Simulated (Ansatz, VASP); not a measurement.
CdI2 in VASP and in Ansatz

The input POSCAR:

```
CdI2
1.0
    4.2470087538      0.0000000000      0.0000000000
   -2.1235043769      3.6780174709      0.0000000000
    0.0000000000      0.0000000000      6.8950250881
Cd I
1 2
Direct
    0.0000000000      0.0000000000      0.0000000000
    0.3333333333      0.6666666667      0.2493934742
    0.6666666667      0.3333333333      0.7506065258
```

File INCAR.step1:

```
SYSTEM = CdI2
PREC = Accurate
ENCUT = 400
EDIFF = 1E-5
ISMEAR = 0
SIGMA = 0.01
LREAL = .FALSE.
LASPH = .TRUE.
NELM = 120
ALGO = Normal
ISIF = 2
LWAVE = .TRUE.
LCHARG = .FALSE.
NBANDS = 20
GGA = PE
GGA_COMPAT = .FALSE.
```

The input INCAR.step2:

```
SYSTEM = CdI2
PREC = Accurate
ENCUT = 400
EDIFF = 1E-6
ISMEAR = 0
SIGMA = 0.01
LREAL = .FALSE.
LASPH = .TRUE.
NELM = 120
ALGO = Normal
ISIF = 2
LWAVE = .FALSE.
LCHARG = .FALSE.
GGA = PE
LHFCALC = .TRUE.
AEXX = 0.35
HFSCREEN = 0.3
PRECFOCK = Normal
NBANDS = 20
ISTART = 1
GGA_COMPAT = .FALSE.
```

KPOINTS

```
regular mesh
0
G
  6 6 2
  0 0 0
```

Input for Ansatz:

```yaml
crystal:
  lattice:
    - [4.2470087538, 0.0, 0.0]
    - [-2.1235043769, 3.6780174709, 0.0]
    - [0.0, 0.0, 6.8950250881]
  atoms:
    - { symbol: Cd, position: [0.0, 0.0, 0.0] }
    - { symbol: I, position: [0.3333333333, 0.6666666667, 0.2493934742] }
    - { symbol: I, position: [0.6666666667, 0.3333333333, 0.7506065258] }
kpoints:
  mp_grid: { grid: [6, 6, 2] }
hamiltonian:
  xc: { exchange: pbe, correlation: pbe, exx: { coeff: 0.35, omega: 0.3 } }
scf:
  occupations: { method: fixed }
  n_extra_bands: 4
output:
  forces: true
  stress: true
  eigenvalues: true
```

Alike in both runs: task single point; functional PBE-based screened hybrid; k mesh 6 × 6 × 2; no spin polarisation.

|  | VASP | Ansatz |
| --- | --- | --- |
| version | VASP 6.6.1 | Ansatz 0.2.0 |
| potentials or method | VASP PAW PBE potentials, release 64 (Cd, I) | plane waves |
| plane-wave cutoff (eV) | 400 | 420 |
| occupations | gaussian, width 0.01 eV | fixed |
| valence electrons in the cell | 26 | 54 |

VASP gave:

```
gap on the k mesh at the Fermi level (eV)                     : 3.47
pressure (GPa)                                                : 0.4
traceless stress, the component that is largest in VASP (GPa) : -0.11
rms of the force components (eV/Å)                            : 0.043
```

Question: Estimate Ansatz's values.

Answer: gap on the k mesh at the Fermi level (eV): 3.47; pressure (GPa): 0.6; traceless stress, the component that is largest in VASP (GPa): -0.10; rms of the force components (eV/Å): 0.049.

VASP's potentials were made for PBE, not for PBE-based screened hybrid. Atom by atom the forces differ by 0.006 eV/Å (rms over components). VASP's potentials hold 26 valence electrons a cell and Ansatz's 54, so a difference there can come from the potentials and not from the codes. Ansatz's warnings: stress exchange threshold loose, stress scf threshold loose.

The k mesh is coarse, so the values compare programs but aren't converged. Spin-orbit coupling is off throughout.
